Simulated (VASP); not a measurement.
The system is LiH.

```
CELL_PARAMETERS angstrom
0.00000 1.98316 1.98316
1.98316 0.00000 1.98316
1.98316 1.98316 0.00000
ATOMIC_POSITIONS crystal
Li 0.00000 0.00000 0.00000
H 0.50000 0.50000 0.50000
```

This cell differs from its parent crystal: volume changed by -3%.

Base run:

- Program: VASP 6.6.1
- Functional: PBE
- Potentials or basis: VASP PAW PBE potentials, release 64 (Li_sv, H)
- Cutoff: 750 eV
- k mesh: 10 × 10 × 10
- Occupations: gaussian, width 0.01 eV
- Spin: no spin polarisation

Its results: band gap on the k mesh 2.96 eV, direct; pressure 1.0 GPa.

Problem. The run is repeated on the same cell with these changes: functional from PBE to r2SCAN; cutoff from 750 eV to 830 eV. What comes out?

Solution. Band gap on the k mesh 3.56 eV, direct; pressure 0.8 GPa.

r2SCAN gives the wider gap, since meta-GGAs in the generalised Kohn-Sham scheme recover part of the derivative discontinuity.

Caveats: the PAW data sets were made with another functional, which shifts forces and pressure a little (some runs).

A k mesh can miss the band edges.
